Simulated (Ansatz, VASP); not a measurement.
# Two plane-wave programs on SiO2

Contents of INCAR:

```
SYSTEM = SiO2
PREC     = Accurate       ! precision mode
ENCUT    = 520            ! plane-wave cutoff, eV
EDIFF    = 1E-7           ! SCF threshold, eV
ISMEAR   = 0              ! smearing method
SIGMA    = 0.05           ! smearing width, eV
LREAL    = .FALSE.        ! projectors in reciprocal space
LASPH    = .TRUE.         ! aspherical terms in the spheres
NELM     = 100            ! most SCF steps
ALGO     = Normal         ! electronic algorithm
ISIF     = 2              ! what is computed and relaxed
LWAVE    = .FALSE.        ! write WAVECAR
LCHARG   = .FALSE.        ! write CHGCAR
GGA      = CA             ! functional
NBANDS   = 25             ! bands
```

Contents of KPOINTS:

```
regular mesh
0
G
  6 6 10
  0 0 0
```

POSCAR

```
SiO2
1.0
    4.1484079100      0.0000000000      0.0000000000
    0.0000000000      4.1484079100      0.0000000000
    0.0000000000      0.0000000000      2.7553725338
Si O
2 4
Direct
    0.5000000000      0.5000000000      0.5000000000
    0.0000000000      0.0000000000      0.0000000000
    0.6944252994      0.6944252994      0.0000000000
    0.1944252994      0.8055747006      0.5000000000
    0.3055747006      0.3055747006      0.0000000000
    0.8055747006      0.1944252994      0.5000000000
```

Input for Ansatz:

```yaml
crystal:
  lattice:
    - [4.14840791, 0.0, 0.0]
    - [0.0, 4.14840791, 0.0]
    - [0.0, 0.0, 2.7553725338]
  atoms:
    - { symbol: Si, position: [0.5, 0.5, 0.5] }
    - { symbol: Si, position: [0.0, 0.0, 0.0] }
    - { symbol: O, position: [0.6944252994, 0.6944252994, 0.0] }
    - { symbol: O, position: [0.1944252994, 0.8055747006, 0.5] }
    - { symbol: O, position: [0.3055747006, 0.3055747006, 0.0] }
    - { symbol: O, position: [0.8055747006, 0.1944252994, 0.5] }
basis:
  ecutwfc: 520.0
kpoints:
  mp_grid: { grid: [6, 6, 10] }
hamiltonian:
  xc: lda
  pseudopotentials: { kind: paw, azcp: { folder: soft_1 } }
scf:
  occupations: { method: gaussian, width: 0.05 }
output:
  forces: true
  stress: true
  eigenvalues: true
```

Alike in both runs: task single point; functional LDA; k mesh 6 × 6 × 10; occupations gaussian, width 0.05 eV; no spin polarisation.

```csv
,VASP,Ansatz
version,VASP 6.6.1,Ansatz 0.2.0
potentials or method,"VASP PAW LDA potentials, release 64 (Si, O), cutoff 520 eV","scalar-relativistic, plane waves, PAW"
valence electrons in the cell,32,32
```

VASP gave:

| Quantity | Value |
| --- | --- |
| gap on the k mesh at the Fermi level (eV) | 5.11 |
| least direct gap on the mesh (eV) | 5.11 |
| pressure (GPa) | -10.2 |
| traceless stress, the component that is largest in VASP (GPa) | -11.21 |
| rms of the force components (eV/Å) | 0.027 |

What did Ansatz give for the same quantities?

gap on the k mesh at the Fermi level (eV): 5.11; least direct gap on the mesh (eV): 5.11; pressure (GPa): -11.2; traceless stress, the component that is largest in VASP (GPa): -11.67; rms of the force components (eV/Å): 0.019.

Ansatz warns that its potentials were made for another functional, while VASP's fit it. LDA's correlation is that of Perdew and Zunger in VASP and of Perdew and Wang (1992) in Ansatz. Atom by atom the forces differ by 0.008 eV/Å (rms over components).
